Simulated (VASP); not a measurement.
# Os (P6_3/mmc) in VASP: a series of runs

The runs below take Os through single point, with LDA.

Everything below comes from runs of VASP 6.6.1. Logs are shortened: lines on timing, memory, paths and dates and some standing lists are left out, and cuts for length are marked.

**1. The cell of the first run**

Symmetry: P6_3/mmc, No. 194, hexagonal system. The conventional cell has a = 2.693 Å, b = 2.693 Å, c = 4.266 Å, α = 90.00°, β = 90.00°, γ = 120.00°. Os (site symmetry -6m2) has 12 Os at 2.64 to 2.69 Å within 3.5 Å.

**2. Single point, LDA**

File INCAR:

```
PREC     = Accurate       # precision mode
ENCUT    = 500            # plane-wave cutoff, eV
EDIFF    = 1E-6           # SCF threshold, eV
ISMEAR   = -1             # smearing method
SIGMA    = 0.05           # smearing width, eV
LREAL    = False          # projectors in reciprocal space
LASPH    = True           # aspherical terms in the spheres
NELM     = 120            # most SCF steps
ALGO     = Normal         # electronic algorithm
ISIF     = 2              # what is computed and relaxed
LWAVE    = False          # write WAVECAR
LCHARG   = False          # write CHGCAR
NBANDS   = 23             # bands
GGA_COMPAT= False
```

File KPOINTS:

```
Automatic mesh
0
Gamma
  9 9 5
```

File POSCAR:

```
Os
1.0
    2.6934947182      0.0000000000      0.0000000000
   -1.3467473591      2.3326348509      0.0000000000
    0.0000000000      0.0000000000      4.2655461046
Os
2
Direct
    0.3333333333      0.6666666667      0.2500000000
    0.6666666667      0.3333333333      0.7500000000
```

Potentials or basis: VASP PAW LDA potentials, release 64 (Os_sv_GW).

Launch:

```bash
$ cat potpaw_LDA.64/Os_sv_GW/POTCAR > POTCAR
$ mpirun -np 1 vasp_std > vasp.out
```

OUTCAR:

```text
PREC = Accurate
   ENCUT = 500
   EDIFF = 1E-6
   ISMEAR = -1
   LREAL = False
   LASPH = True
   NELM = 120
   ISIF = 2

 ion  position               nearest neighbor table
   1  0.333  0.667  0.250-   2 2.64   2 2.64   2 2.64   2 2.64   2 2.64   2 2.64
   2  0.667  0.333  0.750-   1 2.64   1 2.64   1 2.64   1 2.64   1 2.64   1 2.64

  LATTYP: Found a hexagonal cell.
 ALAT       =     2.6934947182
 C/A-ratio  =     1.5836474732

  Lattice vectors:

 A1 = (   2.6934947182,   0.0000000000,   0.0000000000)
 A2 = (  -1.3467473591,   2.3326348509,   0.0000000000)
 A3 = (   0.0000000000,   0.0000000000,   4.2655461046)

Analysis of symmetry for initial positions (statically):
=====================================================================
 Subroutine PRICEL returns:
 Original cell was already a primitive cell.

 Routine SETGRP: Setting up the symmetry group for a
 hexagonal supercell.

 Subroutine GETGRP returns: Found 24 space group operations
 (whereof 12 operations were pure point group operations)
 out of a pool of 24 trial point group operations.

The static configuration has the point symmetry D_3d.
 The point group associated with its full space group is D_6h.

Analysis of symmetry for dynamics (positions and initial velocities):
=====================================================================
 Subroutine PRICEL returns:
 Original cell was already a primitive cell.

 Routine SETGRP: Setting up the symmetry group for a
 hexagonal supercell.

 Subroutine GETGRP returns: Found 24 space group operations
 (whereof 12 operations were pure point group operations)
 out of a pool of 24 trial point group operations.

The dynamic configuration has the point symmetry D_3d.
 The point group associated with its full space group is D_6h.

 Subroutine INISYM returns: Found 24 space group operations
 (whereof 12 operations are pure point group operations),
 and found     1 'primitive' translations

----------------------------------------------------------------------------------------

                                     Primitive cell

  volume of cell :      26.8002

  direct lattice vectors                    reciprocal lattice vectors
     2.693494718  0.000000000  0.000000000     0.371264882  0.214349880  0.000000000
    -1.346747359  2.332634851  0.000000000     0.000000000  0.428699760  0.000000000
     0.000000000  0.000000000  4.265546105     0.000000000  0.000000000  0.234436570

  length of vectors
     2.693494718  2.693494718  4.265546105     0.428699760  0.428699760  0.234436570

  position of ions in fractional coordinates (direct lattice)
     0.333333333  0.666666667  0.250000000
     0.666666667  0.333333333  0.750000000

  ion indices of the primitive-cell ions
   primitive index   ion index
                 1           1
                 2           2

----------------------------------------------------------------------------------------

 KPOINTS: Automatic mesh

Automatic generation of k-mesh.
 Grid dimensions read from file:
 generate k-points for:    9    9    5

 Generating k-lattice:

  Cartesian coordinates                     Fractional coordinates (reciprocal lattice)
     0.041251654  0.023816653  0.000000000     0.111111111  0.000000000  0.000000000
     0.000000000  0.047633307  0.000000000     0.000000000  0.111111111  0.000000000
     0.000000000  0.000000000  0.046887314     0.000000000  0.000000000  0.200000000

  Length of vectors
     0.047633307  0.047633307  0.046887314

  Shift w.r.t. Gamma in fractional coordinates (k-lattice)
     0.000000000  0.000000000  0.000000000

 Subroutine IBZKPT returns following result:
 ===========================================

 Found     36 irreducible k-points:

 Following reciprocal coordinates:
            Coordinates               Weight
  0.000000  0.000000  0.000000      1.000000
  0.111111  0.000000  0.000000      6.000000
  0.222222 -0.000000  0.000000      6.000000
  0.333333  0.000000  0.000000      6.000000
  0.444444 -0.000000  0.000000      6.000000
  0.111111  0.111111  0.000000      6.000000
[... 16 lines left out ...]
  0.333333  0.222222  0.200000     24.000000
  0.333333  0.333333  0.200000      4.000000
 [... further k-points ...]
   k-points           NKPTS =     36   k-points in BZ     NKDIM =     36   number of bands    NBANDS=     23
   number of dos      NEDOS =    301   number of ions     NIONS =      2
   total plane-waves  NPLWV =  12800
   dimension x,y,z NGX =    20 NGY =   20 NGZ =   32
   dimension x,y,z NGXF=    40 NGYF=   40 NGZF=   64
   ions per type =               2
   NGX,Y,Z   is equivalent  to a cutoff of  12.34, 12.34, 12.47 a.u.
   NGXF,Y,Z  is equivalent  to a cutoff of  24.69, 24.69, 24.94 a.u.
 SYSTEM =  unknown system
   PREC   = accura    normal or accurate (medium, high low for compatibility)
   ISTART =      0    job   : 0-new  1-cont  2-samecut
   ICHARG =      2    charge: 1-file 2-atom 10-const
   ISPIN  =      1    spin polarized calculation?
   LNONCOLLINEAR =      F non collinear calculations
   LSORBIT =      F    spin-orbit coupling
   LASPH  =      T    aspherical Exc in radial PAW
   ENCUT  =  500.0 eV  36.75 Ry    6.06 a.u.   4.91  4.91  7.78*2*pi/ulx,y,z
   NELM   =    120;   NELMIN=  2; NELMDL= -5     # of ELM steps
   EDIFF  = 0.1E-05   stopping-criterion for ELM
   LREAL  =      F    real-space projection
   EDIFFG = 0.1E-04   stopping-criterion for IOM
   NSW    =      0    number of steps for IOM
   IBRION =     -1    ionic relax: 0-MD 1-quasi-New 2-CG
   NFREE  =      0    steps in history (QN), initial steepest desc. (CG)
   ISIF   =      2    stress and relaxation
   ISYM   =      2    0-nonsym 1-usesym 2-fastsym
   POTIM  = 0.5000    time-step for ionic-motion
   TEBEG  =    0.0;   TEEND  =   0.0 temperature during run
   PSTRESS=    0.0 pullay stress
   NELECT =      32.0000    total number of electrons
   NUPDOWN=      -1.0000    fix difference up-down
   EMIN   =  10.00;   EMAX   =-10.00  energy-range for DOS
   EFERMI =   0.00;   METHOD = LEGACY
   ISMEAR =    -1;   SIGMA  =   0.05  broadening in eV -4-tet -1-fermi 0-gaus
   EFERMI_NEDOS =   21; number of points for ismear=-14 and -15
   IALGO  =     38    algorithm
   IMIX   =      4    mixing-type and parameters
     AMIX     =   0.40;   BMIX     =  1.00
     AMIX_MAG =   1.60;   BMIX_MAG =  1.00
  volume/ion in A,a.u.               =      13.40        90.43
  Fermi-wavevector in a.u.,A,eV,Ry     =   1.736783  3.282045 41.040837  3.016416
  Thomas-Fermi vector in A             =   2.810132
   LORBIT       =      0    0 simple, 1 ext, 2 COOP (PROOUT), +10 PAW based schemes
   GGA     = CA    functional components
   LHFCALC =     F    Hartree Fock is set to
   AEXX    =    0.0000 exact exchange contribution
   IVDW    =     0    specifies the selected vdW correction
   LEPSILON=     F    determine dielectric tensor
   LRPA    =     F    only Hartree local field effects (RPA)
 non-spin polarized calculation
  energy-cutoff  :      500.00
  volume of cell :       26.80
 maximum number of plane-waves:       699
 NGX is ok and might be reduce to    20
   NGX =  9   NGY =  9   NGZ = 15

 number of electron      32.0000001 magnetization

 Free energy of the ion-electron system (eV)
  ---------------------------------------------------
  ext. energy  EPLUGINS =         0.00000000
  ---------------------------------------------------
  free energy    TOTEN  =       -27.61671112 eV

  energy without entropy =      -27.60789077  energy(sigma->0) =      -27.61230095

 E-fermi :  14.5899     XC(G=0): -15.0825

 val. band max:       14.5739199662   @ k =   0.1111   0.1111   0.4000
 cond. band min:      14.6044898407   @ k =   0.2222  -0.0000   0.4000
 fundamental gap:      0.0305698744
 Fermi energy:        14.5899397721

 k-point     1 :       0.0000    0.0000    0.0000
  band No.  band energies     occupation
      1     -71.8938      2.00000
      2     -71.7517      2.00000
      3     -32.2432      2.00000
      4     -31.1512      2.00000
      5     -31.1512      2.00000
      6     -30.9466      2.00000
[... 15 lines left out ...]
     22      27.7064      0.00000
     23      30.1439      0.00000

 k-point     2 :       0.1111    0.0000    0.0000
  band No.  band energies     occupation
      1     -71.8814      2.00000
      2     -71.7464      2.00000
      3     -32.1930      2.00000
      4     -31.2551      2.00000
      5     -31.1858      2.00000
      6     -31.0562      2.00000
[... 15 lines left out ...]
     22      28.7925      0.00000
     23      30.7850      0.00000

 k-point     3 :       0.2222   -0.0000    0.0000
  band No.  band energies     occupation
      1     -71.8492      2.00000
      2     -71.7354      2.00000
      3     -32.0566      2.00000
      4     -31.5212      2.00000
      5     -31.3244      2.00000
      6     -31.2699      2.00000
[... 15 lines left out ...]
     22      29.7508      0.00000
     23      30.4171      0.00000

 k-point     4 :       0.3333    0.0000    0.0000
  band No.  band energies     occupation
      1     -71.8090      2.00000
      2     -71.7266      2.00000
      3     -31.8693      2.00000
      4     -31.8220      2.00000
      5     -31.6122      2.00000
      6     -31.3615      2.00000
[... 15 lines left out ...]
     22      26.0129      0.00000
     23      28.6777      0.00000

 k-point     5 :       0.4444   -0.0000    0.0000
  band No.  band energies     occupation
      1     -71.7781      2.00000
      2     -71.7256      2.00000
      3     -32.0167      2.00000
      4     -31.7932      2.00000
      5     -31.7015      2.00000
      6     -31.4184      2.00000
[... 434 lines left out ...]
 k-point    22 :       0.2222    0.2222    0.2000
  band No.  band energies     occupation
      1     -71.7830      2.00000
      2     -71.7313      2.00000
      3     -31.9295      2.00000
      4     -31.8229      2.00000
      5     -31.5173      2.00000
      6     -31.4745      2.00000
[... 15 lines left out ...]
     22      26.2527      0.00000
     23      28.6436      0.00000

 k-point    23 :       0.3333    0.2222    0.2000
  band No.  band energies     occupation
      1     -71.7579      2.00000
      2     -71.7318      2.00000
      3     -31.9677      2.00000
      4     -31.8500      2.00000
      5     -31.6471      2.00000
      6     -31.4262      2.00000
[... 15 lines left out ...]
     22      24.8766      0.00000
     23      28.0000      0.00000

 k-point    24 :       0.3333    0.3333    0.2000
  band No.  band energies     occupation
      1     -71.7406      2.00000
      2     -71.7406      2.00000
      3     -31.8404      2.00000
      4     -31.8195      2.00000
      5     -31.8195      2.00000
      6     -31.4896      2.00000
[... 15 lines left out ...]
     22      27.7782      0.00000
     23      27.7782      0.00000

 [... further k-points ...]
[... 5 lines left out ...]
  --------------------------------------------------------------------------------------
  -------------------------------------------------------------------------------------
  Total        1.5665375      1.5665375      1.6065692     -0.0000000     -0.0000000      0.0000000
  in kB       93.6513089     93.6513089     96.0445006     -0.0000000     -0.0000000      0.0000000
  external PRESSURE =      94.4490395 kB  Pullay stress =       0.0000000 kB

 VOLUME and BASIS-vectors are now :
 -----------------------------------------------------------------------------
  energy-cutoff  :      500.00
  volume of cell :       26.80
      direct lattice vectors                 reciprocal lattice vectors
     2.693494718  0.000000000  0.000000000     0.371264882  0.214349880  0.000000000
    -1.346747359  2.332634851  0.000000000     0.000000000  0.428699760  0.000000000
     0.000000000  0.000000000  4.265546105     0.000000000  0.000000000  0.234436570

 POSITION                                       TOTAL-FORCE (eV/Angst)
 -----------------------------------------------------------------------------------
     -0.00000      1.55509      1.06639        -0.000000     -0.000000      0.000000
      1.34675      0.77754      3.19916         0.000000      0.000000      0.000000
 -----------------------------------------------------------------------------------
    total drift:                               -0.000000      0.000000     -0.000000

  FREE ENERGIE OF THE ION-ELECTRON SYSTEM (eV)
  ---------------------------------------------------
  free  energy   TOTEN  =       -27.6167111248 eV

  energy  without entropy=      -27.6078907653  energy(sigma->0) =      -27.61230095
```

Wall time 22 s (1 thread of AMD EPYC 7R43 (Zen 3), shared host); peak memory 0.1 GiB.

What came out:

| Quantity | Value |
| --- | --- |
| Free energy | -27.6167 eV |
| Pressure | 9.4 GPa |
| Band gap on the k mesh | zero (band 16 reaches 16.56 eV, above the bottom of band 17 at 12.44 eV) |

Stress tensor (GPa, compression positive):
```
9.37 0.00 0.00
0.00 9.37 0.00
0.00 0.00 9.60
```

Levels at points of the mesh, in eV from the Fermi level:
| k point | band 13 | band 14 | band 15 | band 16 | band 17 | band 18 | band 19 | band 20 |
| --- | --- | --- | --- | --- | --- | --- | --- | --- |
| (0.00, 0.00, 0.00) | -3.24 | -2.59 | -2.59 | -1.85 | -1.85 | -0.08 | 1.59 | 1.59 |

Caveat: spin-orbit coupling is left out, which moves the levels of the heavy elements.

**3. Single point, LDA**

This run uses another cell than the first one, of 13.54 Å³/atom, 1.010 times its volume.

File INCAR:

```
PREC = Accurate
ENCUT = 500
EDIFF = 1E-6
ISMEAR = -1
SIGMA = 0.05
LREAL = F
LASPH = T
NELM = 120
ALGO = Normal
ISIF = 2
LWAVE = F
LCHARG = F
GGA = CA
NBANDS = 23
GGA_COMPAT = F
```

File KPOINTS:

```
regular mesh
0
Gamma
  9 9 5
```

File POSCAR:

```
Os
1.0
    2.7031770536      0.0000000000      0.0000000000
   -1.3515885268      2.3410199994      0.0000000000
    0.0000000000      0.0000000000      4.2790707365
Os
2
Direct
    0.3333333333      0.6666666667      0.2500000000
    0.6666666667      0.3333333333      0.7500000000
```

Potentials or basis: VASP PAW LDA potentials, release 64 (Os_sv_GW).

Launch:

```bash
$ cat potpaw_LDA.64/Os_sv_GW/POTCAR > POTCAR
$ mpirun -np 1 vasp_std > vasp.out
```

Run time: 12 s. Hardware: 1 thread of AMD EPYC 9R14 (Zen 4), shared host; peak memory 0.11 GiB.

It converged, with:

* Free energy: -27.6336 eV
* Pressure: 4.4 GPa
* Band gap on the k mesh: zero (band 16 reaches 16.32 eV, above the bottom of band 17 at 12.26 eV)

Stress tensor (GPa, compression positive):
```
4.29 0.00 0.00
0.00 4.29 0.00
0.00 0.00 4.51
```

Levels at points of the mesh, in eV from the Fermi level:
```
           k point  band 12  band 13  band 14  band 15  band 16  band 17  band 18  band 19  band 20  band 21
(0.00, 0.00, 0.00)    -3.43    -3.18    -2.55    -2.55    -1.83    -1.83    -0.08     1.57     1.57     9.20
```

Caveat: spin-orbit coupling is left out, which moves the levels of the heavy elements.

**4. Single point, LDA**

This run uses another cell than the first one, of 13.14 Å³/atom, 0.981 times its volume.

File INCAR:

```
PREC     = Accurate       # precision mode
ENCUT    = 500            # plane-wave cutoff, eV
EDIFF    = 1E-6           # SCF threshold, eV
ISMEAR   = -1             # smearing method
SIGMA    = 0.05           # smearing width, eV
LREAL    = False          # projectors in reciprocal space
LASPH    = True           # aspherical terms in the spheres
NELM     = 120            # most SCF steps
ALGO     = Normal         # electronic algorithm
ISIF     = 2              # what is computed and relaxed
LWAVE    = False          # write WAVECAR
LCHARG   = True           # write CHGCAR
LELF     = True           # ELF
LVHAR    = True         
NBANDS   = 23             # bands
GGA_COMPAT= False
```

File KPOINTS:

```
Automatic mesh
0
Gamma
  9 9 5
```

File POSCAR:

```
Os
1.0
    2.6755051945      0.0000000000      0.0000000000
   -1.3377525972      2.3170554664      0.0000000000
    0.0000000000      0.0000000000      4.2403634975
Os
2
Direct
    0.3333333333      0.6666666667      0.2500000000
    0.6666666667      0.3333333333      0.7500000000
```

Launch:

```bash
$ cat potpaw_LDA.64/Os_sv_GW/POTCAR > POTCAR
$ mpirun -np 1 vasp_std > vasp.out
```

Wall time 40 s (1 thread of AMD EPYC 7R43 (Zen 3), shared host); peak memory 0.1 GiB.

It converged, with:

```
Free energy            : -27.5609 eV
Pressure               : 19.6 GPa
Band gap on the k mesh : zero (band 16 reaches 17.02 eV, above the bottom of band 17 at 12.76 eV)
```

Stress tensor (GPa, compression positive):
```
19.53  0.00  0.00
 0.00 19.53  0.00
 0.00  0.00 19.77
```

Levels at points of the mesh, in eV from the Fermi level:
```
           k point  band 12  band 13  band 14  band 15  band 16  band 17  band 18  band 19  band 20  band 21
(0.00, 0.00, 0.00)    -3.59    -3.34    -2.67    -2.67    -1.90    -1.90    -0.08     1.63     1.63     9.53
```

Caveat: spin-orbit coupling is left out, which moves the levels of the heavy elements.

**5. The runs side by side**

| cell | gap on the mesh (eV) | pressure (GPa) |
| --- | --- | --- |
| a = 2.693, b = 2.693, c = 4.266 Å, angles 90.0, 90.0, 120.0°, 2 atoms | none | 9.4 |
| a = 2.703, b = 2.703, c = 4.279 Å, angles 90.0, 90.0, 120.0°, 2 atoms | none | 4.4 |
| a = 2.676, b = 2.676, c = 4.240 Å, angles 90.0, 90.0, 120.0°, 2 atoms | none | 19.6 |

Alike in all rows: task single point; level LDA; potentials or basis VASP PAW LDA potentials, release 64 (Os_sv_GW); no spin polarisation; k mesh 9 × 9 × 5; cutoff (eV) 500; smearing fermi-dirac 0.05 eV.

Caveats: spin-orbit coupling is left out, which moves the levels of the heavy elements.

Absolute energies hang on the potentials; compare differences alone.
